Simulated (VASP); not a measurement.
# Fe (P6/mmm) in VASP: notebook

Fe is run at these levels: PBEsol; tasks: single point.

Everything below comes from runs of VASP 6.6.1. Logs are shortened: lines on timing, memory, paths and dates and some standing lists are left out, and cuts for length are marked.

## Step 1: The cell of the first run

It takes space group P6/mmm (No. 191, hexagonal). The conventional cell has a = 4.045 Å, b = 4.045 Å, c = 2.299 Å, α = 90.00°, β = 90.00°, γ = 120.00°. Fe (site symmetry 6/mmm) has 14 Fe at 2.30 to 2.60 Å within 3.0 Å. Within 3.0 Å of Fe (site symmetry -6m2) lie 11 Fe at 2.30 to 2.60 Å.

This isn't the form of Fe at room conditions, which is bcc.

## Step 2: Single point, PBEsol, collinear spin, ferromagnetic start (10.86 Å³/atom)

Input file INCAR:

```
SYSTEM = Fe
ALGO = Normal
EDIFF = 1E-6
ENCUT = 520
GGA = PS
ISIF = 2
ISMEAR = -1
ISPIN = 2
LASPH = .TRUE.
LCHARG = .FALSE.
LMAXMIX = 4
LORBIT = 11
LREAL = .FALSE.
LWAVE = .FALSE.
MAGMOM = 2.473 2.24 2.24
NBANDS = 23
NELM = 150
PREC = Accurate
SIGMA = 0.05
```

Input file KPOINTS:

```
k-points
0
G
  10 10 15
  0 0 0
```

Input file POSCAR:

```
Fe
1.0
    4.0449076469      0.0000000000      0.0000000000
   -2.0224538235      3.5029927782      0.0000000000
    0.0000000000      0.0000000000      2.2993385532
Fe
3
Direct
    0.0000000000      0.0000000000      0.0000000000
    0.3333333333      0.6666666667      0.5000000000
    0.6666666667      0.3333333333      0.5000000000
```

Potentials or basis: VASP PAW PBE potentials, release 64 (Fe).

Run with:

```sh
cat potpaw_PBE.64/Fe/POTCAR > POTCAR
mpirun -np 1 vasp_std > vasp.out
```

OUTCAR:

```text
SYSTEM = Fe
   EDIFF = 1E-6
   ENCUT = 520
   GGA = PS
   ISIF = 2
   ISMEAR = -1
   ISPIN = 2
   LASPH = .TRUE.
   LORBIT = 11
   LREAL = .FALSE.
   NELM = 150
   PREC = Accurate

 ion  position               nearest neighbor table
   1  0.000  0.000  0.000-   2 2.60   3 2.60   2 2.60   3 2.60   3 2.60   3 2.60   2 2.60   2 2.60
                             3 2.60   3 2.60   2 2.60   2 2.60
   2  0.333  0.667  0.500-   3 2.34   3 2.34   3 2.34   1 2.60   1 2.60   1 2.60   1 2.60   1 2.60
                             1 2.60
   3  0.667  0.333  0.500-   2 2.34   2 2.34   2 2.34   1 2.60   1 2.60   1 2.60   1 2.60   1 2.60
                             1 2.60

  LATTYP: Found a hexagonal cell.
 ALAT       =     4.0449076469
 C/A-ratio  =     0.5684526704

  Lattice vectors:

 A1 = (   4.0449076469,   0.0000000000,   0.0000000000)
 A2 = (  -2.0224538235,   3.5029927782,   0.0000000000)
 A3 = (   0.0000000000,   0.0000000000,   2.2993385532)

Analysis of symmetry for initial positions (statically):
=====================================================================
 Subroutine PRICEL returns:
 Original cell was already a primitive cell.

 Routine SETGRP: Setting up the symmetry group for a
 hexagonal supercell.

 Subroutine GETGRP returns: Found 24 space group operations
 (whereof 24 operations were pure point group operations)
 out of a pool of 24 trial point group operations.

The static configuration has the point symmetry D_6h.

Analysis of symmetry for dynamics (positions and initial velocities):
=====================================================================
 Subroutine PRICEL returns:
 Original cell was already a primitive cell.

 Routine SETGRP: Setting up the symmetry group for a
 hexagonal supercell.

 Subroutine GETGRP returns: Found 24 space group operations
 (whereof 24 operations were pure point group operations)
 out of a pool of 24 trial point group operations.

The dynamic configuration has the point symmetry D_6h.

Analysis of structural, dynamic, and magnetic symmetry:
=====================================================================
 Subroutine PRICEL returns:
 Original cell was already a primitive cell.

 Routine SETGRP: Setting up the symmetry group for a
 hexagonal supercell.

 Subroutine GETGRP returns: Found 24 space group operations
 (whereof 24 operations were pure point group operations)
 out of a pool of 24 trial point group operations.

The overall configuration has the point symmetry D_6h.

 Subroutine INISYM returns: Found 24 space group operations
 (whereof 24 operations are pure point group operations),
 and found     1 'primitive' translations

----------------------------------------------------------------------------------------

                                     Primitive cell

  volume of cell :      32.5800

  direct lattice vectors                    reciprocal lattice vectors
     4.044907647  0.000000000  0.000000000     0.247224433  0.142735093  0.000000000
    -2.022453823  3.502992778  0.000000000     0.000000000  0.285470186  0.000000000
     0.000000000  0.000000000  2.299338553     0.000000000  0.000000000  0.434907682

  length of vectors
     4.044907647  4.044907647  2.299338553     0.285470186  0.285470186  0.434907682

  position of ions in fractional coordinates (direct lattice)
     0.000000000  0.000000000  0.000000000
     0.333333333  0.666666667  0.500000000
     0.666666667  0.333333333  0.500000000

  ion indices of the primitive-cell ions
   primitive index   ion index
                 1           1
                 2           2
                 3           3

----------------------------------------------------------------------------------------

 KPOINTS: k-points

Automatic generation of k-mesh.
 Grid dimensions read from file:
 generate k-points for:   10   10   15

 Generating k-lattice:

  Cartesian coordinates                     Fractional coordinates (reciprocal lattice)
     0.024722443  0.014273509  0.000000000     0.100000000 -0.000000000  0.000000000
     0.000000000  0.028547019  0.000000000     0.000000000  0.100000000  0.000000000
     0.000000000  0.000000000  0.028993845     0.000000000  0.000000000  0.066666667

  Length of vectors
     0.028547019  0.028547019  0.028993845

  Shift w.r.t. Gamma in fractional coordinates (k-lattice)
     0.000000000  0.000000000  0.000000000

 Subroutine IBZKPT returns following result:
 ===========================================

 Found    112 irreducible k-points:

 Following reciprocal coordinates:
            Coordinates               Weight
  0.000000  0.000000  0.000000      1.000000
  0.100000  0.000000  0.000000      6.000000
  0.200000  0.000000  0.000000      6.000000
  0.300000  0.000000  0.000000      6.000000
  0.400000 -0.000000  0.000000      6.000000
  0.500000 -0.000000  0.000000      3.000000
[... 16 lines left out ...]
  0.300000  0.100000  0.066667     24.000000
  0.400000  0.100000  0.066667     24.000000
 [... further k-points ...]
   k-points           NKPTS =    112   k-points in BZ     NKDIM =    112   number of bands    NBANDS=     23
   number of dos      NEDOS =    301   number of ions     NIONS =      3
   total plane-waves  NPLWV =  16200
   dimension x,y,z NGX =    30 NGY =   30 NGZ =   18
   dimension x,y,z NGXF=    60 NGYF=   60 NGZF=   36
   ions per type =               3
   NGX,Y,Z   is equivalent  to a cutoff of  12.33, 12.33, 13.01 a.u.
   NGXF,Y,Z  is equivalent  to a cutoff of  24.66, 24.66, 26.03 a.u.
 SYSTEM =  Fe
   PREC   = accura    normal or accurate (medium, high low for compatibility)
   ISTART =      0    job   : 0-new  1-cont  2-samecut
   ICHARG =      2    charge: 1-file 2-atom 10-const
   ISPIN  =      2    spin polarized calculation?
   LNONCOLLINEAR =      F non collinear calculations
   LSORBIT =      F    spin-orbit coupling
   LASPH  =      T    aspherical Exc in radial PAW
   ENCUT  =  520.0 eV  38.22 Ry    6.18 a.u.   7.52  7.52  4.28*2*pi/ulx,y,z
   NELM   =    150;   NELMIN=  2; NELMDL= -5     # of ELM steps
   EDIFF  = 0.1E-05   stopping-criterion for ELM
   LREAL  =      F    real-space projection
   EDIFFG = 0.1E-04   stopping-criterion for IOM
   NSW    =      0    number of steps for IOM
   IBRION =     -1    ionic relax: 0-MD 1-quasi-New 2-CG
   NFREE  =      0    steps in history (QN), initial steepest desc. (CG)
   ISIF   =      2    stress and relaxation
   ISYM   =      2    0-nonsym 1-usesym 2-fastsym
   POTIM  = 0.5000    time-step for ionic-motion
   TEBEG  =    0.0;   TEEND  =   0.0 temperature during run
   PSTRESS=    0.0 pullay stress
   NELECT =      24.0000    total number of electrons
   NUPDOWN=      -1.0000    fix difference up-down
   EMIN   =  10.00;   EMAX   =-10.00  energy-range for DOS
   EFERMI =   0.00;   METHOD = LEGACY
   ISMEAR =    -1;   SIGMA  =   0.05  broadening in eV -4-tet -1-fermi 0-gaus
   EFERMI_NEDOS =   21; number of points for ismear=-14 and -15
   IALGO  =     38    algorithm
   IMIX   =      4    mixing-type and parameters
     AMIX     =   0.40;   BMIX     =  1.00
     AMIX_MAG =   1.60;   BMIX_MAG =  1.00
  volume/ion in A,a.u.               =      10.86        73.29
  Fermi-wavevector in a.u.,A,eV,Ry     =   1.478524  2.794005 29.742780  2.186033
  Thomas-Fermi vector in A             =   2.592794
   LORBIT       =     11    0 simple, 1 ext, 2 COOP (PROOUT), +10 PAW based schemes
   GGA     = PS    functional components
   LHFCALC =     F    Hartree Fock is set to
   AEXX    =    0.0000 exact exchange contribution
   IVDW    =     0    specifies the selected vdW correction
   LEPSILON=     F    determine dielectric tensor
   LRPA    =     F    only Hartree local field effects (RPA)
 spin polarized calculation
  energy-cutoff  :      520.00
  volume of cell :       32.58
 maximum number of plane-waves:       903
   NGX = 15   NGY = 15   NGZ =  9

 number of electron      24.0000011 magnetization       3.5874639

 Free energy of the ion-electron system (eV)
  ---------------------------------------------------
  ext. energy  EPLUGINS =         0.00000000
  ---------------------------------------------------
  free energy    TOTEN  =       -25.94067644 eV

  energy without entropy =      -25.88305047  energy(sigma->0) =      -25.91186346

 E-fermi :   6.1190     XC(G=0): -13.5528

 val. band max:        6.1189543719   @ k =   0.4000   0.1000   0.1333
 cond. band min:       6.1196875768   @ k =   0.3000   0.0000   0.0000
 fundamental gap:      0.0007332049
 Fermi energy:         6.1189713622

 spin component 1

 k-point     1 :       0.0000    0.0000    0.0000
  band No.  band energies     occupation
      1      -2.5887      1.00000
      2       1.6669      1.00000
      3       2.9831      1.00000
      4       3.0625      1.00000
      5       3.0625      1.00000
      6       3.1146      1.00000
[... 15 lines left out ...]
     22      15.4659      0.00000
     23      25.5297      0.00000
[... 575 lines left out ...]
      1       0.0194      1.00000
      2       0.8502      1.00000
      3       1.2957      1.00000
      4       2.7485      1.00000
      5       2.9237      1.00000
      6       3.0762      1.00000
[... 15 lines left out ...]
     22      22.8206      0.00000
     23      24.4176      0.00000

 [... further k-points ...]

 spin component 2

 k-point     1 :       0.0000    0.0000    0.0000
  band No.  band energies     occupation
      1      -2.4363      1.00000
      2       2.3711      1.00000
      3       3.7793      1.00000
      4       3.7793      1.00000
      5       3.8840      1.00000
      6       3.8840      1.00000
[... 15 lines left out ...]
     22      16.0949      0.00000
     23      25.8327      0.00000
[... 575 lines left out ...]
      1       0.2265      1.00000
      2       1.1509      1.00000
      3       1.9095      1.00000
      4       3.6309      1.00000
      5       3.8656      1.00000
      6       4.0517      1.00000
[... 15 lines left out ...]
     22      23.1769      0.00000
     23      24.6596      0.00000

 [... further k-points ...]

------------------------ aborting loop because EDIFF is reached ----------------------------------------

  FORCE on cell =-STRESS in cart. coord.  units (eV):
  Direction    XX          YY          ZZ          XY          YZ          ZX
  --------------------------------------------------------------------------------------
  -------------------------------------------------------------------------------------
  Total       -3.5315311     -3.5315311      0.4210033      0.0000000     -0.0000000      0.0000000
  in kB     -173.6692162   -173.6692162     20.7035730      0.0000000     -0.0000000      0.0000000
  external PRESSURE =    -108.8782864 kB  Pullay stress =       0.0000000 kB

 VOLUME and BASIS-vectors are now :
 -----------------------------------------------------------------------------
  energy-cutoff  :      520.00
  volume of cell :       32.58
      direct lattice vectors                 reciprocal lattice vectors
     4.044907647  0.000000000  0.000000000     0.247224433  0.142735093  0.000000000
    -2.022453823  3.502992778  0.000000000     0.000000000  0.285470186  0.000000000
     0.000000000  0.000000000  2.299338553     0.000000000  0.000000000  0.434907682

 POSITION                                       TOTAL-FORCE (eV/Angst)
 -----------------------------------------------------------------------------------
      0.00000      0.00000      0.00000         0.000000      0.000000      0.000000
     -0.00000      2.33533      1.14967        -0.000000      0.000000      0.000000
      2.02245      1.16766      1.14967         0.000000      0.000000      0.000000
 -----------------------------------------------------------------------------------
    total drift:                               -0.000000      0.000000      0.000000

  FREE ENERGIE OF THE ION-ELECTRON SYSTEM (eV)
  ---------------------------------------------------
  free  energy   TOTEN  =       -25.9406764439 eV

  energy  without entropy=      -25.8830504692  energy(sigma->0) =      -25.91186346

 total charge

# of ion       s       p       d       tot
------------------------------------------
    1        0.493   0.572   6.281   7.346
    2        0.519   0.579   6.314   7.412
    3        0.519   0.579   6.314   7.412
--------------------------------------------------
tot          1.532   1.730  18.908  22.169

 magnetization (x)

# of ion       s       p       d       tot
------------------------------------------
    1       -0.013  -0.032   0.776   0.731
    2       -0.004  -0.019   1.435   1.412
    3       -0.004  -0.019   1.435   1.412
--------------------------------------------------
tot         -0.021  -0.069   3.646   3.555
```

Run time: 6.1 min. Hardware: 1 thread of Intel Xeon 8259CL, shared host; peak memory 0.24 GiB.

What came out:

```yaml
Free_energy: -25.9407 eV
Pressure: -10.9 GPa
Net_moment: 3.59 μB per cell
Site_moments: Fe +0.73, +1.41 (each value once) μB
Valence_electrons_inside_the_program's_atomic_spheres: Fe 7.35, 7.41 (each value once)
```

Stress tensor (GPa, compression positive):
```
-17.37   0.00   0.00
  0.00 -17.37   0.00
  0.00   0.00   2.07
```

Levels at points of the mesh, in eV from the Fermi level:
Spin up:
```
           k point  band 11  band 12  band 13  band 14  band 15  band 16  band 17  band 18
(0.00, 0.00, 0.00)    -1.01    -1.01    -0.74    -0.74     0.36     0.36     6.63     6.63
(0.50, 0.00, 0.00)    -0.65    -0.16    -0.13     0.02     0.05     0.06     0.18     0.47
```
Spin down:
```csv
k point,band 6,band 7,band 8,band 9,band 10,band 11,band 12,band 13,band 14,band 15
"(0.00, 0.00, 0.00)",-2.23,-2.22,-1.81,-0.62,-0.62,0.38,0.38,0.81,0.81,1.96
"(0.50, 0.00, 0.00)",-2.10,-1.80,-1.68,-0.03,0.17,0.48,0.78,0.93,1.28,1.41
```

Caveat: the stress differs along the axes, from -17 to 2 GPa; the PAW data sets were made with another functional, which shifts forces and pressure a little.

## Step 3: Single point, PBEsol, collinear spin, ferromagnetic start (11.31 Å³/atom)

This run uses another cell than the first one, of 11.31 Å³/atom.

Input file INCAR:

```
SYSTEM = Fe
ALGO     = Normal         ! electronic algorithm
EDIFF    = 1E-6           ! SCF threshold, eV
ENCUT    = 520            ! plane-wave cutoff, eV
GGA      = PS             ! functional
ISIF     = 2              ! what is computed and relaxed
ISMEAR   = -1             ! smearing method
ISPIN    = 2              ! spin polarisation
LASPH    = .True.         ! aspherical terms in the spheres
LCHARG   = .False.        ! write CHGCAR
LMAXMIX  = 4              ! l up to which the mixer works
LORBIT   = 11             ! projections on sites
LREAL    = .False.        ! projectors in reciprocal space
LWAVE    = .False.        ! write WAVECAR
MAGMOM   = 2.473 2.24 2.24 ! initial moments
NBANDS   = 23             ! bands
NELM     = 150            ! most SCF steps
PREC     = Accurate       ! precision mode
SIGMA    = 0.05           ! smearing width, eV
```

Input file KPOINTS:

```
k-points
0
Gamma
  10 10 15
  0 0 0
```

Input file POSCAR:

```
Fe
1.0
    4.1003242270      0.0000000000      0.0000000000
   -2.0501621135      3.5509849443      0.0000000000
    0.0000000000      0.0000000000      2.3308402562
Fe
3
Direct
    0.0000000000      0.0000000000      0.0000000000
    0.3333333333      0.6666666667      0.5000000000
    0.6666666667      0.3333333333      0.5000000000
```

Potentials or basis: VASP PAW PBE potentials, release 64 (Fe).

Run with:

```sh
cat potpaw_PBE.64/Fe/POTCAR > POTCAR
mpirun -np 1 vasp_std > vasp.out
```

OUTCAR:

```text
SYSTEM = Fe
   EDIFF = 1E-6
   ENCUT = 520
   GGA = PS
   ISIF = 2
   ISMEAR = -1
   ISPIN = 2
   LASPH = .True.
   LORBIT = 11
   LREAL = .False.
   NELM = 150
   PREC = Accurate

 ion  position               nearest neighbor table
   1  0.000  0.000  0.000-   2 2.64   3 2.64   2 2.64   3 2.64   2 2.64   2 2.64   3 2.64   3 2.64
                             3 2.64   3 2.64   2 2.64   2 2.64
   2  0.333  0.667  0.500-   3 2.37   3 2.37   3 2.37   1 2.64   1 2.64   1 2.64   1 2.64   1 2.64
                             1 2.64
   3  0.667  0.333  0.500-   2 2.37   2 2.37   2 2.37   1 2.64   1 2.64   1 2.64   1 2.64   1 2.64
                             1 2.64

  LATTYP: Found a hexagonal cell.
 ALAT       =     4.1003242270
 C/A-ratio  =     0.5684526704

[... 1472 lines left out ...]
      direct lattice vectors                 reciprocal lattice vectors
     4.100324227  0.000000000  0.000000000     0.243883153  0.140806004  0.000000000
    -2.050162113  3.550984944  0.000000000     0.000000000  0.281612008  0.000000000
     0.000000000  0.000000000  2.330840256     0.000000000  0.000000000  0.429029830

 POSITION                                       TOTAL-FORCE (eV/Angst)
 -----------------------------------------------------------------------------------
      0.00000      0.00000      0.00000         0.000000      0.000000      0.000000
     -0.00000      2.36732      1.16542         0.000000      0.000000      0.000000
      2.05016      1.18366      1.16542         0.000000     -0.000000      0.000000
 -----------------------------------------------------------------------------------
    total drift:                               -0.000000      0.000000      0.000000

  FREE ENERGIE OF THE ION-ELECTRON SYSTEM (eV)
  ---------------------------------------------------
  free  energy   TOTEN  =       -25.8160142959 eV

  energy  without entropy=      -25.7540281254  energy(sigma->0) =      -25.78502121

 total charge

# of ion       s       p       d       tot
------------------------------------------
    1        0.475   0.535   6.247   7.258
    2        0.501   0.543   6.277   7.321
    3        0.501   0.543   6.277   7.321
--------------------------------------------------
tot          1.477   1.622  18.800  21.899

 magnetization (x)

# of ion       s       p       d       tot
------------------------------------------
    1       -0.016  -0.036   0.572   0.521
    2       -0.003  -0.017   1.602   1.583
    3       -0.003  -0.017   1.602   1.583
--------------------------------------------------
tot         -0.021  -0.069   3.777   3.687
```

OSZICAR:

```text
N       E                     dE             d eps       ncg     rms          rms(c)
DAV:   1     0.146176151586E+03    0.14618E+03   -0.10433E+04 10696   0.134E+03
DAV:   2    -0.231880235237E+02   -0.16936E+03   -0.15747E+03 10332   0.266E+02
[... 17 lines left out ...]
DAV:  20    -0.258160752067E+02   -0.69759E-04   -0.12442E-04 13800   0.138E-01    0.120E-01
DAV:  21    -0.258160130270E+02    0.62180E-04   -0.94015E-05 13939   0.121E-01    0.333E-02
DAV:  22    -0.258160221245E+02   -0.90975E-05   -0.16864E-05  9935   0.526E-02    0.462E-02
DAV:  23    -0.258160187530E+02    0.33715E-05   -0.36918E-05 11688   0.771E-02    0.320E-02
DAV:  24    -0.258160156001E+02    0.31529E-05   -0.56383E-06  6725   0.311E-02    0.176E-02
DAV:  25    -0.258160145902E+02    0.10099E-05   -0.90462E-07  5285   0.102E-02    0.909E-03
DAV:  26    -0.258160142959E+02    0.29431E-06   -0.39436E-07  5292   0.472E-03
   1 F= -.25816014E+02 E0= -.25785021E+02  d E =-.619862E-01  mag=     3.7090
```

It took 2.7 min on 1 thread of AMD EPYC 9R45 (Zen 5), shared host; peak memory 0.21 GiB.

Results:

| Item | Value |
| --- | --- |
| Free energy | -25.8160 eV |
| Pressure | -18.1 GPa |
| Net moment | 3.71 μB per cell |
| Site moments | Fe +0.52, +1.58 (each value once) μB |
| Valence electrons inside the program's atomic spheres | Fe 7.26, 7.32 (each value once) |

Levels at points of the mesh, in eV from the Fermi level:
Spin up:
```
           k point  band 12  band 13  band 14  band 15  band 16  band 17
(0.00, 0.00, 0.00)    -1.06    -0.73    -0.73     0.32     0.32     6.38
(0.50, 0.00, 0.00)    -0.24    -0.12    -0.07     0.06     0.08     0.21
```
Spin down:
| k point | band 6 | band 7 | band 8 | band 9 | band 10 | band 11 | band 12 | band 13 | band 14 | band 15 |
| --- | --- | --- | --- | --- | --- | --- | --- | --- | --- | --- |
| (0.00, 0.00, 0.00) | -2.01 | -2.01 | -1.70 | -0.50 | -0.50 | 0.30 | 0.30 | 0.92 | 0.92 | 1.96 |
| (0.50, 0.00, 0.00) | -1.84 | -1.67 | -1.60 | -0.02 | 0.19 | 0.38 | 0.72 | 1.04 | 1.37 | 1.37 |

Caveat: the stress differs along the axes, from -23 to -8 GPa; the PAW data sets were made with another functional, which shifts forces and pressure a little.
